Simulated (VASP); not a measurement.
# TiCd2P2 (P4/mmm) in VASP: single point with PBE

Aim: the single point of TiCd2P2 with PBE.

Program: VASP 6.6.1. These are calculated values, not measurements. Logs are shortened: lines on timing, memory, paths and dates and some standing lists are left out, and cuts for length are marked.

## Step 1: The cell of the first run

It takes space group P4/mmm (No. 123, tetragonal). Conventional cell: a = 3.831 Å, b = 3.831 Å, c = 6.814 Å, α = 90.00°, β = 90.00°, γ = 90.00°. Within 3.1 Å of Ti (site symmetry 4/mmm) lie 2 P at 2.35 Å and 8 Cd at 3.07 Å. Cd (site symmetry 4mm) has 8 P at 2.85 to 4.05 Å and 6 Cd at 2.90 to 3.91 Å and 4 Ti at 3.07 Å within 4.1 Å. P (site symmetry 4mm) has 1 P at 2.12 Å and 1 Ti at 2.35 Å and 4 Cd at 2.85 Å within 2.9 Å.

The cell was generated, and may not be a known phase.

## Step 2: Single point, PBE

Contents of INCAR:

```
SYSTEM = TiCd2P2
PREC = Accurate
ENCUT = 630
EDIFF = 1E-6
ISMEAR = 0
SIGMA = 0.1
LREAL = .False.
LASPH = .True.
NELM = 120
ALGO = Normal
ISIF = 2
LWAVE = .False.
LCHARG = .False.
GGA = PE
NBANDS = 39
GGA_COMPAT = .False.
```

Contents of KPOINTS:

```
regular mesh
0
Gamma
  4 4 4
  0 0 0
```

Contents of POSCAR:

```
TiCd2P2
1.0
    3.8310394434      0.0000000000      0.0000000000
    0.0000000000      3.8310394434      0.0000000000
    0.0000000000      0.0000000000      6.8141291669
Ti Cd P
1 2 2
Direct
    0.5000000000      0.5000000000      0.5000000000
    0.0000000000      0.0000000000      0.7131488067
    0.0000000000      0.0000000000      0.2868511933
    0.5000000000      0.5000000000      0.1552552625
    0.5000000000      0.5000000000      0.8447447375
```

Potentials or basis: VASP PAW PBE potentials, release 64 (Ti_sv, Cd_sv_GW, P).

Started as:

```
> cat potpaw_PBE.64/Ti_sv/POTCAR potpaw_PBE.64/Cd_sv_GW/POTCAR potpaw_PBE.64/P/POTCAR > POTCAR
> mpirun -np 1 vasp_std > vasp.out
```

OUTCAR:

```text
SYSTEM = TiCd2P2
   PREC = Accurate
   ENCUT = 630
   EDIFF = 1E-6
   ISMEAR = 0
   LREAL = .False.
   LASPH = .True.
   NELM = 120
   ISIF = 2
   GGA = PE

 ion  position               nearest neighbor table
   1  0.500  0.500  0.500-   4 2.35   5 2.35
   2  0.000  0.000  0.713-
   3  0.000  0.000  0.287-
   4  0.500  0.500  0.155-   5 2.12   1 2.35
   5  0.500  0.500  0.845-   4 2.12   1 2.35

  LATTYP: Found a simple tetragonal cell.
 ALAT       =     3.8310394434
 C/A-ratio  =     1.7786632760

  Lattice vectors:

 A1 = (   3.8310394434,   0.0000000000,   0.0000000000)
 A2 = (   0.0000000000,   3.8310394434,   0.0000000000)
 A3 = (   0.0000000000,   0.0000000000,   6.8141291669)

Analysis of symmetry for initial positions (statically):
=====================================================================
 Subroutine PRICEL returns:
 Original cell was already a primitive cell.

 Routine SETGRP: Setting up the symmetry group for a
 simple tetragonal supercell.

 Subroutine GETGRP returns: Found 16 space group operations
 (whereof 16 operations were pure point group operations)
 out of a pool of 16 trial point group operations.

The static configuration has the point symmetry D_4h.

Analysis of symmetry for dynamics (positions and initial velocities):
=====================================================================
 Subroutine PRICEL returns:
 Original cell was already a primitive cell.

 Routine SETGRP: Setting up the symmetry group for a
 simple tetragonal supercell.

 Subroutine GETGRP returns: Found 16 space group operations
 (whereof 16 operations were pure point group operations)
 out of a pool of 16 trial point group operations.

The dynamic configuration has the point symmetry D_4h.

 Subroutine INISYM returns: Found 16 space group operations
 (whereof 16 operations are pure point group operations),
 and found     1 'primitive' translations

----------------------------------------------------------------------------------------

                                     Primitive cell

  volume of cell :     100.0100

  direct lattice vectors                    reciprocal lattice vectors
     3.831039443  0.000000000  0.000000000     0.261025765  0.000000000  0.000000000
     0.000000000  3.831039443  0.000000000     0.000000000  0.261025765  0.000000000
     0.000000000  0.000000000  6.814129167     0.000000000  0.000000000  0.146753896

  length of vectors
     3.831039443  3.831039443  6.814129167     0.261025765  0.261025765  0.146753896

  position of ions in fractional coordinates (direct lattice)
     0.500000000  0.500000000  0.500000000
     0.000000000  0.000000000  0.713148807
     0.000000000  0.000000000  0.286851193
     0.500000000  0.500000000  0.155255262
     0.500000000  0.500000000  0.844744738

  ion indices of the primitive-cell ions
   primitive index   ion index
                 1           1
                 2           2
                 3           3
                 4           4
                 5           5

----------------------------------------------------------------------------------------

 KPOINTS: regular mesh

Automatic generation of k-mesh.
 Grid dimensions read from file:
 generate k-points for:    4    4    4

 Generating k-lattice:

  Cartesian coordinates                     Fractional coordinates (reciprocal lattice)
     0.065256441  0.000000000  0.000000000     0.250000000  0.000000000  0.000000000
     0.000000000  0.065256441  0.000000000     0.000000000  0.250000000  0.000000000
     0.000000000  0.000000000  0.036688474     0.000000000  0.000000000  0.250000000

  Length of vectors
     0.065256441  0.065256441  0.036688474

  Shift w.r.t. Gamma in fractional coordinates (k-lattice)
     0.000000000  0.000000000  0.000000000

 Subroutine IBZKPT returns following result:
 ===========================================

 Found     18 irreducible k-points:

 Following reciprocal coordinates:
            Coordinates               Weight
  0.000000  0.000000  0.000000      1.000000
  0.250000  0.000000  0.000000      4.000000
  0.500000  0.000000  0.000000      2.000000
  0.250000  0.250000  0.000000      4.000000
  0.500000  0.250000  0.000000      4.000000
  0.500000  0.500000  0.000000      1.000000
[... 10 lines left out ...]
  0.500000  0.250000  0.500000      4.000000
  0.500000  0.500000  0.500000      1.000000
   k-points           NKPTS =     18   k-points in BZ     NKDIM =     18   number of bands    NBANDS=     39
   number of dos      NEDOS =    301   number of ions     NIONS =      5
   total plane-waves  NPLWV =  57344
   dimension x,y,z NGX =    32 NGY =   32 NGZ =   56
   dimension x,y,z NGXF=    64 NGYF=   64 NGZF=  112
   ions per type =               1   2   2
   NGX,Y,Z   is equivalent  to a cutoff of  13.89, 13.89, 13.66 a.u.
   NGXF,Y,Z  is equivalent  to a cutoff of  27.77, 27.77, 27.32 a.u.
 SYSTEM =  TiCd2P2
   PREC   = accura    normal or accurate (medium, high low for compatibility)
   ISTART =      0    job   : 0-new  1-cont  2-samecut
   ICHARG =      2    charge: 1-file 2-atom 10-const
   ISPIN  =      1    spin polarized calculation?
   LNONCOLLINEAR =      F non collinear calculations
   LSORBIT =      F    spin-orbit coupling
   LASPH  =      T    aspherical Exc in radial PAW
   ENCUT  =  630.0 eV  46.30 Ry    6.80 a.u.   7.84  7.84 13.95*2*pi/ulx,y,z
   NELM   =    120;   NELMIN=  2; NELMDL= -5     # of ELM steps
   EDIFF  = 0.1E-05   stopping-criterion for ELM
   LREAL  =      F    real-space projection
   EDIFFG = 0.1E-04   stopping-criterion for IOM
   NSW    =      0    number of steps for IOM
   IBRION =     -1    ionic relax: 0-MD 1-quasi-New 2-CG
   NFREE  =      0    steps in history (QN), initial steepest desc. (CG)
   ISIF   =      2    stress and relaxation
   ISYM   =      2    0-nonsym 1-usesym 2-fastsym
   POTIM  = 0.5000    time-step for ionic-motion
   TEBEG  =    0.0;   TEEND  =   0.0 temperature during run
   PSTRESS=    0.0 pullay stress
   NELECT =      62.0000    total number of electrons
   NUPDOWN=      -1.0000    fix difference up-down
   EMIN   =  10.00;   EMAX   =-10.00  energy-range for DOS
   EFERMI =   0.00;   METHOD = LEGACY
   ISMEAR =     0;   SIGMA  =   0.10  broadening in eV -4-tet -1-fermi 0-gaus
   EFERMI_NEDOS =   21; number of points for ismear=-14 and -15
   IALGO  =     38    algorithm
   IMIX   =      4    mixing-type and parameters
     AMIX     =   0.40;   BMIX     =  1.00
     AMIX_MAG =   1.60;   BMIX_MAG =  1.00
  volume/ion in A,a.u.               =      20.00       134.98
  Fermi-wavevector in a.u.,A,eV,Ry     =   1.395910  2.637888 26.511846  1.948566
  Thomas-Fermi vector in A             =   2.519316
   LORBIT       =      0    0 simple, 1 ext, 2 COOP (PROOUT), +10 PAW based schemes
   GGA     = PE    functional components
   LHFCALC =     F    Hartree Fock is set to
   AEXX    =    0.0000 exact exchange contribution
   IVDW    =     0    specifies the selected vdW correction
   LEPSILON=     F    determine dielectric tensor
   LRPA    =     F    only Hartree local field effects (RPA)
 non-spin polarized calculation
 Gauss-broadening in eV      SIGMA  =   0.10
  energy-cutoff  :      630.00
  volume of cell :      100.01
 maximum number of plane-waves:      3612
 NGX is ok and might be reduce to    32
   NGX = 15   NGY = 15   NGZ = 27

 number of electron      61.9999992 magnetization

 Free energy of the ion-electron system (eV)
  ---------------------------------------------------
  ext. energy  EPLUGINS =         0.00000000
  ---------------------------------------------------
  free energy    TOTEN  =       -19.67483760 eV

  energy without entropy =      -19.65083469  energy(sigma->0) =      -19.66283614

 E-fermi :   6.7535     XC(G=0): -10.6873

 val. band max:        6.7444683300   @ k =   0.5000   0.0000   0.2500
 cond. band min:       6.7539814154   @ k =   0.5000   0.5000   0.0000
 fundamental gap:      0.0095130855
 Fermi energy:         6.7535299262

 k-point     1 :       0.0000    0.0000    0.0000
  band No.  band energies     occupation
      1     -96.2080      2.00000
      2     -96.2065      2.00000
      3     -57.2907      2.00000
      4     -57.2659      2.00000
      5     -57.2364      2.00000
      6     -57.2364      2.00000
[... 31 lines left out ...]
     38      10.7401      0.00000
     39      11.3451      0.00000

 k-point     2 :       0.2500    0.0000    0.0000
  band No.  band energies     occupation
      1     -96.2080      2.00000
      2     -96.2065      2.00000
      3     -57.2906      2.00000
      4     -57.2659      2.00000
      5     -57.2369      2.00000
      6     -57.2363      2.00000
[... 31 lines left out ...]
     38      10.6263      0.00000
     39      11.6989      0.00000

 k-point     3 :       0.5000    0.0000    0.0000
  band No.  band energies     occupation
      1     -96.2080      2.00000
      2     -96.2065      2.00000
      3     -57.2906      2.00000
      4     -57.2659      2.00000
      5     -57.2373      2.00000
      6     -57.2363      2.00000
[... 31 lines left out ...]
     38      11.2083      0.00000
     39      11.5358      0.00000

 k-point     4 :       0.2500    0.2500    0.0000
  band No.  band energies     occupation
      1     -96.2080      2.00000
      2     -96.2065      2.00000
      3     -57.2906      2.00000
      4     -57.2659      2.00000
      5     -57.2368      2.00000
      6     -57.2368      2.00000
[... 31 lines left out ...]
     38       9.8732      0.00000
     39      10.6308      0.00000
[... 502 lines left out ...]
     38      11.6888      0.00000
     39      11.7371      0.00000

 k-point    17 :       0.5000    0.2500    0.5000
  band No.  band energies     occupation
      1     -96.2080      2.00000
      2     -96.2065      2.00000
      3     -57.2902      2.00000
      4     -57.2662      2.00000
      5     -57.2373      2.00000
      6     -57.2368      2.00000
[... 31 lines left out ...]
     38       9.8393      0.00000
     39      12.0092      0.00000

 k-point    18 :       0.5000    0.5000    0.5000
  band No.  band energies     occupation
      1     -96.2080      2.00000
      2     -96.2065      2.00000
      3     -57.2902      2.00000
      4     -57.2662      2.00000
      5     -57.2372      2.00000
      6     -57.2372      2.00000
[... 31 lines left out ...]
     38      10.1297      0.00000
     39      10.1297      0.00000

------------------------ aborting loop because EDIFF is reached ----------------------------------------

  FORCE on cell =-STRESS in cart. coord.  units (eV):
  Direction    XX          YY          ZZ          XY          YZ          ZX
  --------------------------------------------------------------------------------------
  -------------------------------------------------------------------------------------
  Total       -0.0547222     -0.0547222     -0.1907070      0.0000000      0.0000000     -0.0000000
  in kB       -0.8766584     -0.8766584     -3.0551575      0.0000000      0.0000000     -0.0000000
  external PRESSURE =      -1.6028248 kB  Pullay stress =       0.0000000 kB

 VOLUME and BASIS-vectors are now :
 -----------------------------------------------------------------------------
  energy-cutoff  :      630.00
  volume of cell :      100.01
      direct lattice vectors                 reciprocal lattice vectors
     3.831039443  0.000000000  0.000000000     0.261025765  0.000000000  0.000000000
     0.000000000  3.831039443  0.000000000     0.000000000  0.261025765  0.000000000
     0.000000000  0.000000000  6.814129167     0.000000000  0.000000000  0.146753896

 POSITION                                       TOTAL-FORCE (eV/Angst)
 -----------------------------------------------------------------------------------
      1.91552      1.91552      3.40706         0.000000      0.000000      0.000000
      0.00000      0.00000      4.85949        -0.000000      0.000000      0.017176
      0.00000      0.00000      1.95464         0.000000     -0.000000     -0.017176
      1.91552      1.91552      1.05793         0.000000     -0.000000     -0.041061
      1.91552      1.91552      5.75620        -0.000000     -0.000000      0.041061
 -----------------------------------------------------------------------------------
    total drift:                                0.000000      0.000000      0.000000

  FREE ENERGIE OF THE ION-ELECTRON SYSTEM (eV)
  ---------------------------------------------------
  free  energy   TOTEN  =       -19.6748375958 eV

  energy  without entropy=      -19.6508346899  energy(sigma->0) =      -19.66283614
```

Wall time 76 s (1 thread of Intel Xeon 6975P-C (Granite Rapids), shared host); peak memory 0.29 GiB.

Results:

| Property | Result |
| --- | --- |
| Free energy | -19.6748 eV |
| Pressure | -0.2 GPa |
| Largest force | 0.041 eV/Å |
| Band gap on the k mesh | zero (bands 31 and 32 overlap by 0.24 eV) |

Forces on the atoms (eV/Å):
```
Ti   0.000  0.000  0.000
Cd   0.000  0.000  0.017
Cd   0.000  0.000 -0.017
P    0.000  0.000 -0.041
P    0.000  0.000  0.041
```

Stress tensor (GPa, compression positive):
```
-0.09  0.00  0.00
 0.00 -0.09  0.00
 0.00  0.00 -0.31
```

Caveat: the k points lie up to 0.41 Å⁻¹ apart.
